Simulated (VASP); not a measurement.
# Al6H in VASP: further runs, part 3 of 3

VASP 6.6.1. The steps go on from the part before.

## (5) Single point, PBE

File INCAR:

```
  PREC = Accurate
  ENCUT = 520
  EDIFF = 1E-7
  ISMEAR = 0
  SIGMA = 0.1
  LREAL = False
  LASPH = True
  NELM = 60
  ALGO = Normal
  ISIF = 2
  LWAVE = False
  LCHARG = False
  LDIPOL = True
  IDIPOL = 3
  DIPOL = 0.5 0.5 0.312
  GGA = PE
  NBANDS = 32
```

File KPOINTS:

```
Automatic mesh
0
Gamma
  6 6 1
```

File POSCAR:

```
Al6H
1.0
    5.7143028096      0.0000000000      0.0000000000
   -2.8571514048      4.9487313980      0.0000000000
    0.0000000000      0.0000000000     22.6016424997
Al H
12 2
Direct
    0.3333333333      0.1666666667      0.1769782882
    0.3333333333      0.6666666667      0.1769782882
    0.8333333333      0.1666666667      0.1769782882
    0.8333333333      0.6666666667      0.1769782882
    0.1666666667      0.3333333333      0.2787817902
    0.1666666667      0.8333333333      0.2787817902
    0.6666666667      0.3333333333      0.2787817902
    0.6666666667      0.8333333333      0.2787817902
    0.0000000000      0.0000000000      0.3805759913
    0.0000000000      0.5000000000      0.3805759913
    0.5000000000      0.0000000000      0.3805759913
    0.5000000000      0.5000000000      0.3805759913
    0.2677085297      0.1666666667      0.5133097075
    0.3989581370      0.1666666667      0.5133097075
```

Potentials or basis: VASP PAW PBE potentials, release 64 (Al, H).

Started as:

```sh
> cat potpaw_PBE.64/Al/POTCAR potpaw_PBE.64/H/POTCAR > POTCAR
> mpirun -np 1 vasp_std > vasp.out
```

OUTCAR:

```text
PREC = Accurate
   ENCUT = 520
   EDIFF = 1E-7
   ISMEAR = 0
   LREAL = False
   LASPH = True
   NELM = 60
   ISIF = 2
   GGA = PE

 ion  position               nearest neighbor table
   1  0.333  0.167  0.177-   5 2.83   6 2.83   7 2.83   4 2.86   2 2.86   2 2.86   4 2.86   3 2.86
                             3 2.86
   2  0.333  0.667  0.177-   6 2.83   5 2.83   8 2.83   3 2.86   1 2.86   1 2.86   3 2.86   4 2.86
                             4 2.86
   3  0.833  0.167  0.177-   7 2.83   8 2.83   5 2.83   4 2.86   2 2.86   4 2.86   2 2.86   1 2.86
                             1 2.86
   4  0.833  0.667  0.177-   8 2.83   7 2.83   6 2.83   3 2.86   1 2.86   3 2.86   1 2.86   2 2.86
                             2 2.86
   5  0.167  0.333  0.279-   9 2.83  12 2.83  10 2.83   1 2.83   2 2.83   3 2.83   8 2.86   6 2.86
                             6 2.86   8 2.86   7 2.86   7 2.86
   6  0.167  0.833  0.279-  10 2.83  11 2.83   9 2.83   2 2.83   1 2.83   4 2.83   7 2.86   5 2.86
                             5 2.86   7 2.86   8 2.86   8 2.86
   7  0.667  0.333  0.279-  11 2.83  10 2.83  12 2.83   3 2.83   4 2.83   1 2.83   8 2.86   6 2.86
                             8 2.86   6 2.86   5 2.86   5 2.86
   8  0.667  0.833  0.279-  12 2.83   9 2.83  11 2.83   4 2.83   3 2.83   2 2.83   7 2.86   5 2.86
                             7 2.86   5 2.86   6 2.86   6 2.86
   9  0.000  0.000  0.381-   5 2.83   8 2.83   6 2.83  10 2.86  12 2.86  10 2.86  12 2.86  11 2.86
                            11 2.86
  10  0.000  0.500  0.381-   6 2.83   7 2.83   5 2.83   9 2.86  11 2.86   9 2.86  11 2.86  12 2.86
                            12 2.86
  11  0.500  0.000  0.381-   7 2.83   6 2.83   8 2.83  10 2.86  12 2.86  12 2.86  10 2.86   9 2.86
                             9 2.86
  12  0.500  0.500  0.381-   8 2.83   5 2.83   7 2.83   9 2.86  11 2.86  11 2.86   9 2.86  10 2.86
                            10 2.86
  13  0.268  0.167  0.513-  14 0.75
  14  0.399  0.167  0.513-  13 0.75

  LATTYP: Found a hexagonal cell.
 ALAT       =     5.7143028096
 C/A-ratio  =     3.9552756045

  Lattice vectors:

 A1 = (   5.7143028096,   0.0000000000,   0.0000000000)
 A2 = (  -2.8571514048,   4.9487313980,   0.0000000000)
 A3 = (   0.0000000000,   0.0000000000,  22.6016424997)

Analysis of symmetry for initial positions (statically):
=====================================================================
 Subroutine PRICEL returns:
 Original cell was already a primitive cell.

 Routine SETGRP: Setting up the symmetry group for a
 hexagonal supercell.

 Subroutine GETGRP returns: Found  2 space group operations
 (whereof  1 operations were pure point group operations)
 out of a pool of 24 trial point group operations.

The static configuration has the point symmetry C_1 .
 The point group associated with its full space group is C_1h.

Analysis of symmetry for dynamics (positions and initial velocities):
=====================================================================
 Subroutine PRICEL returns:
 Original cell was already a primitive cell.

 Routine SETGRP: Setting up the symmetry group for a
 hexagonal supercell.

 Subroutine GETGRP returns: Found  2 space group operations
 (whereof  1 operations were pure point group operations)
 out of a pool of 24 trial point group operations.

The dynamic configuration has the point symmetry C_1 .
 The point group associated with its full space group is C_1h.

 Subroutine INISYM returns: Found  2 space group operations
 (whereof  1 operations are pure point group operations),
 and found     1 'primitive' translations

----------------------------------------------------------------------------------------

[... 106 lines left out ...]
   EDIFFG = 0.1E-05   stopping-criterion for IOM
   NSW    =      0    number of steps for IOM
   IBRION =     -1    ionic relax: 0-MD 1-quasi-New 2-CG
   NFREE  =      0    steps in history (QN), initial steepest desc. (CG)
   ISIF   =      2    stress and relaxation
   ISYM   =      2    0-nonsym 1-usesym 2-fastsym
   POTIM  = 0.5000    time-step for ionic-motion
   TEBEG  =    0.0;   TEEND  =   0.0 temperature during run
   PSTRESS=    0.0 pullay stress
   NELECT =      38.0000    total number of electrons
   NUPDOWN=      -1.0000    fix difference up-down
   EMIN   =  10.00;   EMAX   =-10.00  energy-range for DOS
   EFERMI =   0.00;   METHOD = LEGACY
   ISMEAR =     0;   SIGMA  =   0.10  broadening in eV -4-tet -1-fermi 0-gaus
   EFERMI_NEDOS =   21; number of points for ismear=-14 and -15
   IALGO  =     38    algorithm
   IMIX   =      4    mixing-type and parameters
     AMIX     =   0.40;   BMIX     =  1.00
     AMIX_MAG =   1.60;   BMIX_MAG =  1.00
  volume/ion in A,a.u.               =      45.65       308.08
  Fermi-wavevector in a.u.,A,eV,Ry     =   0.638955  1.207450  5.554763  0.408264
  Thomas-Fermi vector in A             =   1.704469
   LORBIT       =      0    0 simple, 1 ext, 2 COOP (PROOUT), +10 PAW based schemes
   GGA     = PE    functional components
   LHFCALC =     F    Hartree Fock is set to
   AEXX    =    0.0000 exact exchange contribution
   IVDW    =     0    specifies the selected vdW correction
   LEPSILON=     F    determine dielectric tensor
   LRPA    =     F    only Hartree local field effects (RPA)
 non-spin polarized calculation
 Gauss-broadening in eV      SIGMA  =   0.10
  energy-cutoff  :      520.00
  volume of cell :      639.14
 maximum number of plane-waves:     17305
   NGX = 21   NGY = 21   NGZ = 85

 dipolmoment           0.000000      0.000000      0.000016 electrons x Angstroem

 number of electron      38.0000002 magnetization

 dipolmoment           0.000000      0.000000     -0.006700 electrons x Angstroem

 Free energy of the ion-electron system (eV)
  ---------------------------------------------------
  ext. energy  EPLUGINS =         0.00000000
  ---------------------------------------------------
  free energy    TOTEN  =       -48.86921998 eV

  energy without entropy =      -48.83743827  energy(sigma->0) =      -48.85332912

 E-fermi :  -0.1303     XC(G=0):  -4.1414

 val. band max:       -0.1469716605   @ k =   0.5000   0.3333   0.0000
 cond. band min:      -0.0833317264   @ k =   0.1667   0.1667   0.0000
 fundamental gap:      0.0636399341
 Fermi energy:        -0.1302679070

 k-point     1 :       0.0000    0.0000    0.0000
  band No.  band energies     occupation
      1     -10.6982      2.00000
      2      -8.9974      2.00000
      3      -6.8793      2.00000
      4      -6.1827      2.00000
      5      -4.8227      2.00000
      6      -4.8225      2.00000
[... 431 lines left out ...]
     30       3.1845      0.00000
     31       3.2662      0.00000
 [bands above 31 left out]

------------------------ aborting loop because EDIFF is reached ----------------------------------------

 vacuum level on the upper side and lower side of the slab       (xc-potential included)        -0.048        -0.006

  FORCE on cell =-STRESS in cart. coord.  units (eV):
  Direction    XX          YY          ZZ          XY          YZ          ZX
  --------------------------------------------------------------------------------------
  -------------------------------------------------------------------------------------
  Total       -2.8839427     -2.9133119      0.4479598      0.0000000      0.0037664      0.0000000
  in kB       -7.2293638     -7.3029854      1.1229295      0.0000000      0.0094414      0.0000000
  external PRESSURE =      -4.4698065 kB  Pullay stress =       0.0000000 kB

 VOLUME and BASIS-vectors are now :
 -----------------------------------------------------------------------------
  energy-cutoff  :      520.00
  volume of cell :      639.14
      direct lattice vectors                 reciprocal lattice vectors
     5.714302810  0.000000000  0.000000000     0.174999476  0.101035995  0.000000000
    -2.857151405  4.948731398  0.000000000     0.000000000  0.202071990  0.000000000
     0.000000000  0.000000000 22.601642500     0.000000000  0.000000000  0.044244572

 POSITION                                       TOTAL-FORCE (eV/Angst)
 -----------------------------------------------------------------------------------
      1.42858      0.82479      4.00000        -0.000000      0.000800     -0.004119
     -0.00000      3.29915      4.00000        -0.003457     -0.002801      0.000101
      4.28573      0.82479      4.00000        -0.000000      0.005165      0.000903
      2.85715      3.29915      4.00000         0.003457     -0.002801      0.000101
      0.00000      1.64958      6.30093         0.008990     -0.002903     -0.011169
     -1.42858      4.12394      6.30093        -0.000000      0.009034     -0.013275
      2.85715      1.64958      6.30093        -0.008990     -0.002903     -0.011169
      1.42858      4.12394      6.30093        -0.000000     -0.001552      0.013704
      0.00000      0.00000      8.60164         0.004657     -0.002351     -0.043079
     -1.42858      2.47437      8.60164        -0.000000      0.003244      0.009803
      2.85715      0.00000      8.60164        -0.004657     -0.002351     -0.043079
      1.42858      2.47437      8.60164        -0.000000     -0.003710     -0.038462
      1.05358      0.82479     11.60164        -0.046419      0.001564      0.069871
      1.80358      0.82479     11.60164         0.046419      0.001564      0.069871
 -----------------------------------------------------------------------------------
    total drift:                               -0.000000      0.000034      0.000060

  FREE ENERGIE OF THE ION-ELECTRON SYSTEM (eV)
  ---------------------------------------------------
  free  energy   TOTEN  =       -48.8692199774 eV

  energy  without entropy=      -48.8374382676  energy(sigma->0) =      -48.85332912

 vacuum level on the upper side and lower side of the slab         3.720         3.766
```

Wall time 13 min (1 thread of Intel Xeon Platinum 8488C (Sapphire Rapids), shared host); peak memory 0.72 GiB.

Results:

| Quantity | Value |
| --- | --- |
| Free energy | -48.8692 eV |
| Largest force | 0.084 eV/Å |
| Band gap on the k mesh | zero (bands 19 and 20 overlap by 1.02 eV) |

Forces in eV/Å, atoms in the order of the input:
```
Al   0.000  0.001 -0.004
Al  -0.003 -0.003  0.000
Al   0.000  0.005  0.001
Al   0.003 -0.003  0.000
Al   0.009 -0.003 -0.011
Al   0.000  0.009 -0.013
Al  -0.009 -0.003 -0.011
Al   0.000 -0.002  0.014
Al   0.005 -0.002 -0.043
Al   0.000  0.003  0.010
Al  -0.005 -0.002 -0.043
Al   0.000 -0.004 -0.038
H   -0.046  0.002  0.070
H    0.046  0.002  0.070
```

## (6) Overview

| cell | gap on the mesh (eV) | largest force (eV/Å) |
| --- | --- | --- |
| as given, atomic positions A | none | 4.20 |
| as given, atomic positions B | none | 2.41 |
| as given, atomic positions C | none | 0.71 |
| as given, atomic positions D | none | 0.08 |

Alike in all rows: task single point; level PBE; potentials or basis VASP PAW PBE potentials, release 64 (Al, H); no spin polarisation; k mesh 6 × 6 × 1; cutoff (eV) 520; smearing gaussian 0.1 eV.

Total energies depend on the potentials used, so only differences within one code and one set of settings carry meaning.
